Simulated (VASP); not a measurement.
Here is a VASP 6.6.1 calculation.

INCAR

```
SYSTEM = Ce2ZnBr2
  PREC = Accurate
  ENCUT = 500
  EDIFF = 1E-6
  ISMEAR = -1
  SIGMA = 0.1
  LREAL = .False.
  LASPH = .True.
  NELM = 200
  ALGO = Normal
  ISIF = 2
  LWAVE = .False.
  LCHARG = .False.
  LMAXMIX = 6
  LDAU = .True.
  LDAUTYPE = 2
  LDAUL = -1 -1 1
  LDAUU = 0 0 5.61
  LDAUJ = 0 0 0
  LDAUPRINT = 1
  GGA = PE
  NBANDS = 61
  GGA_COMPAT = .False.
```

KPOINTS

```
regular mesh
0
Gamma
  3 3 5
  0 0 0
```

Contents of POSCAR:

```
Ce2ZnBr2
1.0
    7.6602306664      0.0000000000      0.0000000000
    0.0000000000      7.6602306664      0.0000000000
    0.0000000000      0.0000000000      5.0722323736
Zn Ce Br
2 4 4
Direct
    0.0000000000      0.0000000000      0.0000000000
    0.5000000000      0.5000000000      0.0000000000
    0.1809971921      0.6809971921      0.5000000000
    0.3190028079      0.1809971921      0.5000000000
    0.8190028079      0.3190028079      0.5000000000
    0.6809971921      0.8190028079      0.5000000000
    0.3498449753      0.8498449753      0.0000000000
    0.1501550247      0.3498449753      0.0000000000
    0.6501550247      0.1501550247      0.0000000000
    0.8498449753      0.6501550247      0.0000000000
```

Potentials or basis: VASP PAW PBE potentials, release 64 (Zn, Ce, Br).

The run is started by

```bash
$ cat potpaw_PBE.64/Zn/POTCAR potpaw_PBE.64/Ce/POTCAR potpaw_PBE.64/Br/POTCAR > POTCAR
$ mpirun -np 1 vasp_std > vasp.out
```

Estimate the largest force.

0.104 eV/Å.

Estimate the band gap on the k mesh.

zero (bands 50 and 51 overlap by 0.08 eV).

Predict the pressure.

-3.3 GPa.

Stress tensor (GPa, compression positive):
```
-2.34  0.00  0.00
 0.00 -2.34  0.00
 0.00  0.00 -5.15
```

Caveat: the cell stands under tension; spin-orbit coupling is left out, which moves the levels of the heavy elements; the run has no spin polarisation, though such a crystal can be magnetic; U without spin polarisation on a metal has little footing. Spin polarisation is off, so any magnetic state and its effect on volume and gap are missing.
